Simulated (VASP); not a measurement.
# SnSe (Fm-3m) in VASP: notebook

The runs below take SnSe through single point, with LDA.

Program: VASP 6.6.1. These are calculated values, not measurements. Logs are shortened: lines on timing, memory, paths and dates and some standing lists are left out, and cuts for length are marked.

### 1 The cell of the first run

The structure is cubic, space group Fm-3m (No. 225). Conventional cell: a = 6.040 Å, b = 6.040 Å, c = 6.040 Å, α = 90.00°, β = 90.00°, γ = 90.00°. Within 4.0 Å of Sn (site symmetry m-3m) lie 6 Se at 3.02 Å. Within 4.0 Å of Se (site symmetry m-3m) lie 6 Sn at 3.02 Å.

### 2 Single point, LDA (volume scaled by 1.01)

Input file INCAR:

```
SYSTEM = SnSe
ALGO = Normal
EDIFF = 1E-7
ENCUT = 520
GGA = CA
ISIF = 2
ISMEAR = -1
LASPH = .True.
LCHARG = .False.
LREAL = .False.
LWAVE = .False.
NBANDS = 17
NELM = 60
PREC = Accurate
SIGMA = 0.02
```

Input file KPOINTS:

```
k-points
0
Gamma
  9 9 9
  0 0 0
```

Input file POSCAR:

```
SnSe
1.0
    0.0000000000      3.0200000735      3.0200000735
    3.0200000735      0.0000000000      3.0200000735
    3.0200000735      3.0200000735      0.0000000000
Sn Se
1 1
Direct
    0.0000000000      0.0000000000      0.0000000000
    0.5000000000      0.5000000000      0.5000000000
```

Potentials or basis: VASP PAW LDA potentials, release 64 (Sn_d, Se).

On the command line:

```console
$ cat potpaw_LDA.64/Sn_d/POTCAR potpaw_LDA.64/Se/POTCAR > POTCAR
$ mpirun -np 1 vasp_std > vasp.out
```

OUTCAR:

```text
SYSTEM = SnSe
   EDIFF = 1E-7
   ENCUT = 520
   GGA = CA
   ISIF = 2
   ISMEAR = -1
   LASPH = .True.
   LREAL = .False.
   NELM = 60
   PREC = Accurate

 ion  position               nearest neighbor table
   1  0.000  0.000  0.000-   2 3.02   2 3.02   2 3.02   2 3.02   2 3.02   2 3.02
   2  0.500  0.500  0.500-   1 3.02   1 3.02   1 3.02   1 3.02   1 3.02   1 3.02

  LATTYP: Found a face centered cubic cell.
 ALAT       =     6.0400001470

  Lattice vectors:

 A1 = (   0.0000000000,   3.0200000735,   3.0200000735)
 A2 = (   3.0200000735,   0.0000000000,   3.0200000735)
 A3 = (   3.0200000735,   3.0200000735,   0.0000000000)

Analysis of symmetry for initial positions (statically):
=====================================================================
 Subroutine PRICEL returns:
 Original cell was already a primitive cell.

 Routine SETGRP: Setting up the symmetry group for a
 face centered cubic supercell.

 Subroutine GETGRP returns: Found 48 space group operations
 (whereof 48 operations were pure point group operations)
 out of a pool of 48 trial point group operations.

The static configuration has the point symmetry O_h .

Analysis of symmetry for dynamics (positions and initial velocities):
=====================================================================
 Subroutine PRICEL returns:
 Original cell was already a primitive cell.

 Routine SETGRP: Setting up the symmetry group for a
 face centered cubic supercell.

 Subroutine GETGRP returns: Found 48 space group operations
 (whereof 48 operations were pure point group operations)
 out of a pool of 48 trial point group operations.

The dynamic configuration has the point symmetry O_h .

 Subroutine INISYM returns: Found 48 space group operations
 (whereof 48 operations are pure point group operations),
 and found     1 'primitive' translations

----------------------------------------------------------------------------------------

                                     Primitive cell

  volume of cell :      55.0872

  direct lattice vectors                    reciprocal lattice vectors
     0.000000000  3.020000073  3.020000073    -0.165562910  0.165562910  0.165562910
     3.020000073  0.000000000  3.020000073     0.165562910 -0.165562910  0.165562910
     3.020000073  3.020000073  0.000000000     0.165562910  0.165562910 -0.165562910

  length of vectors
     4.270925062  4.270925062  4.270925062     0.286763372  0.286763372  0.286763372

  position of ions in fractional coordinates (direct lattice)
     0.000000000  0.000000000  0.000000000
     0.500000000  0.500000000  0.500000000

  ion indices of the primitive-cell ions
   primitive index   ion index
                 1           1
                 2           2

----------------------------------------------------------------------------------------

 KPOINTS: k-points

Automatic generation of k-mesh.
 Grid dimensions read from file:
 generate k-points for:    9    9    9

 Generating k-lattice:

  Cartesian coordinates                     Fractional coordinates (reciprocal lattice)
    -0.018395879  0.018395879  0.018395879     0.111111111  0.000000000  0.000000000
     0.018395879 -0.018395879  0.018395879     0.000000000  0.111111111  0.000000000
     0.018395879  0.018395879 -0.018395879     0.000000000  0.000000000  0.111111111

  Length of vectors
     0.031862597  0.031862597  0.031862597

  Shift w.r.t. Gamma in fractional coordinates (k-lattice)
     0.000000000  0.000000000  0.000000000

 Subroutine IBZKPT returns following result:
 ===========================================

 Found     35 irreducible k-points:

 Following reciprocal coordinates:
            Coordinates               Weight
  0.000000  0.000000  0.000000      1.000000
  0.111111  0.000000  0.000000      8.000000
  0.222222  0.000000  0.000000      8.000000
  0.333333  0.000000  0.000000      8.000000
  0.444444  0.000000  0.000000      8.000000
  0.111111  0.111111  0.000000      6.000000
[... 16 lines left out ...]
 -0.333333  0.333333  0.000000     12.000000
  0.444444  0.444444  0.000000      6.000000
 [... further k-points ...]
   k-points           NKPTS =     35   k-points in BZ     NKDIM =     35   number of bands    NBANDS=     17
   number of dos      NEDOS =    301   number of ions     NIONS =      2
   total plane-waves  NPLWV =  32768
   dimension x,y,z NGX =    32 NGY =   32 NGZ =   32
   dimension x,y,z NGXF=    64 NGYF=   64 NGZF=   64
   ions per type =               1   1
   NGX,Y,Z   is equivalent  to a cutoff of  12.46, 12.46, 12.46 a.u.
   NGXF,Y,Z  is equivalent  to a cutoff of  24.91, 24.91, 24.91 a.u.
 SYSTEM =  SnSe
   PREC   = accura    normal or accurate (medium, high low for compatibility)
   ISTART =      0    job   : 0-new  1-cont  2-samecut
   ICHARG =      2    charge: 1-file 2-atom 10-const
   ISPIN  =      1    spin polarized calculation?
   LNONCOLLINEAR =      F non collinear calculations
   LSORBIT =      F    spin-orbit coupling
   LASPH  =      T    aspherical Exc in radial PAW
   ENCUT  =  520.0 eV  38.22 Ry    6.18 a.u.   7.94  7.94  7.94*2*pi/ulx,y,z
   NELM   =     60;   NELMIN=  2; NELMDL= -5     # of ELM steps
   EDIFF  = 0.1E-06   stopping-criterion for ELM
   LREAL  =      F    real-space projection
   EDIFFG = 0.1E-05   stopping-criterion for IOM
   NSW    =      0    number of steps for IOM
   IBRION =     -1    ionic relax: 0-MD 1-quasi-New 2-CG
   NFREE  =      0    steps in history (QN), initial steepest desc. (CG)
   ISIF   =      2    stress and relaxation
   ISYM   =      2    0-nonsym 1-usesym 2-fastsym
   POTIM  = 0.5000    time-step for ionic-motion
   TEBEG  =    0.0;   TEEND  =   0.0 temperature during run
   PSTRESS=    0.0 pullay stress
   NELECT =      20.0000    total number of electrons
   NUPDOWN=      -1.0000    fix difference up-down
   EMIN   =  10.00;   EMAX   =-10.00  energy-range for DOS
   EFERMI =   0.00;   METHOD = LEGACY
   ISMEAR =    -1;   SIGMA  =   0.02  broadening in eV -4-tet -1-fermi 0-gaus
   EFERMI_NEDOS =   21; number of points for ismear=-14 and -15
   IALGO  =     38    algorithm
   IMIX   =      4    mixing-type and parameters
     AMIX     =   0.40;   BMIX     =  1.00
     AMIX_MAG =   1.60;   BMIX_MAG =  1.00
  volume/ion in A,a.u.               =      27.54       185.87
  Fermi-wavevector in a.u.,A,eV,Ry     =   1.167888  2.206988 18.557836  1.363962
  Thomas-Fermi vector in A             =   2.304382
   LORBIT       =      0    0 simple, 1 ext, 2 COOP (PROOUT), +10 PAW based schemes
   GGA     = CA    functional components
   LHFCALC =     F    Hartree Fock is set to
   AEXX    =    0.0000 exact exchange contribution
   IVDW    =     0    specifies the selected vdW correction
   LEPSILON=     F    determine dielectric tensor
   LRPA    =     F    only Hartree local field effects (RPA)
 non-spin polarized calculation
  energy-cutoff  :      520.00
  volume of cell :       55.09
 maximum number of plane-waves:      1494
   NGX = 15   NGY = 15   NGZ = 15

 number of electron      20.0000003 magnetization

 Free energy of the ion-electron system (eV)
  ---------------------------------------------------
  ext. energy  EPLUGINS =         0.00000000
  ---------------------------------------------------
  free energy    TOTEN  =        -9.45795593 eV

  energy without entropy =       -9.45795591  energy(sigma->0) =       -9.45795592

 E-fermi :   5.4857     XC(G=0):  -9.8372

 val. band max:        5.1901113680   @ k =  -0.3333   0.1111   0.0000
 cond. band min:       5.7810818030   @ k =  -0.3333   0.1111   0.0000
 fundamental gap:      0.5909704350
 Fermi energy:         5.4857091739

 k-point     1 :       0.0000    0.0000    0.0000
  band No.  band energies     occupation
      1     -16.1829      2.00000
      2     -16.1829      2.00000
      3     -16.1814      2.00000
      4     -16.1814      2.00000
      5     -16.1814      2.00000
      6      -8.4853      2.00000
[... 9 lines left out ...]
     16      11.1882      0.00000
     17      13.4700      0.00000

 k-point     2 :       0.1111    0.0000    0.0000
  band No.  band energies     occupation
      1     -16.1836      2.00000
      2     -16.1836      2.00000
      3     -16.1811      2.00000
      4     -16.1801      2.00000
      5     -16.1801      2.00000
      6      -8.3999      2.00000
[... 9 lines left out ...]
     16      11.4799      0.00000
     17      14.3059      0.00000

 k-point     3 :       0.2222    0.0000    0.0000
  band No.  band energies     occupation
      1     -16.1858      2.00000
      2     -16.1858      2.00000
      3     -16.1804      2.00000
      4     -16.1764      2.00000
      5     -16.1764      2.00000
      6      -8.1638      2.00000
[... 9 lines left out ...]
     16      12.2450      0.00000
     17      16.0825      0.00000

 k-point     4 :       0.3333    0.0000    0.0000
  band No.  band energies     occupation
      1     -16.1884      2.00000
      2     -16.1884      2.00000
      3     -16.1796      2.00000
      4     -16.1722      2.00000
      5     -16.1722      2.00000
      6      -7.8493      2.00000
[... 9 lines left out ...]
     16      13.4288      0.00000
     17      16.9698      0.00000
[... 343 lines left out ...]
      1     -16.2035      2.00000
      2     -16.1826      2.00000
      3     -16.1799      2.00000
      4     -16.1681      2.00000
      5     -16.1662      2.00000
      6      -7.3288      2.00000
[... 9 lines left out ...]
     16      15.7033      0.00000
     17      17.5353      0.00000

 k-point    23 :      -0.3333    0.3333    0.0000
  band No.  band energies     occupation
      1     -16.1991      2.00000
      2     -16.1830      2.00000
      3     -16.1777      2.00000
      4     -16.1714      2.00000
      5     -16.1682      2.00000
      6      -7.3503      2.00000
[... 9 lines left out ...]
     16      14.3966      0.00000
     17      16.7935      0.00000

 k-point    24 :       0.4444    0.4444    0.0000
  band No.  band energies     occupation
      1     -16.2092      2.00000
      2     -16.1877      2.00000
      3     -16.1757      2.00000
      4     -16.1647      2.00000
      5     -16.1647      2.00000
      6      -7.3447      2.00000
[... 9 lines left out ...]
     16      16.8122      0.00000
     17      17.8055      0.00000

 [... further k-points ...]

------------------------ aborting loop because EDIFF is reached ----------------------------------------

  FORCE on cell =-STRESS in cart. coord.  units (eV):
  Direction    XX          YY          ZZ          XY          YZ          ZX
  --------------------------------------------------------------------------------------
  -------------------------------------------------------------------------------------
  Total       -1.2497646     -1.2497646     -1.2497646     -0.0000000     -0.0000000      0.0000000
  in kB      -36.3486215    -36.3486215    -36.3486215     -0.0000000     -0.0000000      0.0000000
  external PRESSURE =     -36.3486215 kB  Pullay stress =       0.0000000 kB

 VOLUME and BASIS-vectors are now :
 -----------------------------------------------------------------------------
  energy-cutoff  :      520.00
  volume of cell :       55.09
      direct lattice vectors                 reciprocal lattice vectors
     0.000000000  3.020000073  3.020000073    -0.165562910  0.165562910  0.165562910
     3.020000073  0.000000000  3.020000073     0.165562910 -0.165562910  0.165562910
     3.020000073  3.020000073  0.000000000     0.165562910  0.165562910 -0.165562910

 POSITION                                       TOTAL-FORCE (eV/Angst)
 -----------------------------------------------------------------------------------
      0.00000      0.00000      0.00000         0.000000      0.000000      0.000000
      3.02000      3.02000      3.02000         0.000000     -0.000000     -0.000000
 -----------------------------------------------------------------------------------
    total drift:                                0.000000     -0.000000     -0.000000

  FREE ENERGIE OF THE ION-ELECTRON SYSTEM (eV)
  ---------------------------------------------------
  free  energy   TOTEN  =        -9.4579559285 eV

  energy  without entropy=       -9.4579559124  energy(sigma->0) =       -9.45795592
```

Run time: 17 s. Hardware: 1 thread of Intel Xeon Platinum 8488C (Sapphire Rapids), shared host; peak memory 0.17 GiB.

Results:

| Item | Value |
| --- | --- |
| Free energy | -9.4580 eV |
| Pressure | -3.6 GPa |

Caveat: this odd mesh misses L, where the gap lies, so gap, dielectric constants and Born charges aren't listed; spin-orbit coupling is left out, which moves the levels of the heavy elements.

### 3 Single point, LDA (volume scaled by 1.04)

Input file INCAR:

```
  PREC = Accurate
  ENCUT = 520
  EDIFF = 1E-6
  ISMEAR = -1
  SIGMA = 0.02
  LREAL = F
  LASPH = T
  NELM = 60
  ALGO = Normal
  ISIF = 2
  LWAVE = F
  LCHARG = T
  LELF = T
  LVHAR = T
  NBANDS = 17
```

Input file KPOINTS:

```
Automatic mesh
0
Gamma
  9 9 9
```

Input file POSCAR:

```
SnSe
1.0
    0.0000000000      3.0496098055      3.0496098055
    3.0496098055      0.0000000000      3.0496098055
    3.0496098055      3.0496098055      0.0000000000
Sn Se
1 1
Direct
    0.0000000000      0.0000000000      0.0000000000
    0.5000000000      0.5000000000      0.5000000000
```

Potentials or basis: VASP PAW LDA potentials, release 64 (Sn_d, Se).

On the command line:

```console
$ cat potpaw_LDA.64/Sn_d/POTCAR potpaw_LDA.64/Se/POTCAR > POTCAR
$ mpirun -np 1 vasp_std > vasp.out
```

Run time: 16 s. Hardware: 1 thread of Intel Xeon Platinum 8488C (Sapphire Rapids), shared host; peak memory 0.17 GiB.

It converged, with:

| Quantity | Value |
| --- | --- |
| Free energy | -9.4150 eV |
| Pressure | -4.8 GPa |

Levels at points of the mesh, in eV from the Fermi level:
| k point | band 8 | band 9 | band 10 | band 11 | band 12 | band 13 |
| --- | --- | --- | --- | --- | --- | --- |
| (0.00, 0.00, 0.00) | -2.20 | -2.20 | -2.20 | 3.92 | 3.92 | 3.92 |

Caveat: this odd mesh misses L, where the gap lies, so gap, dielectric constants and Born charges aren't listed; spin-orbit coupling is left out, which moves the levels of the heavy elements.
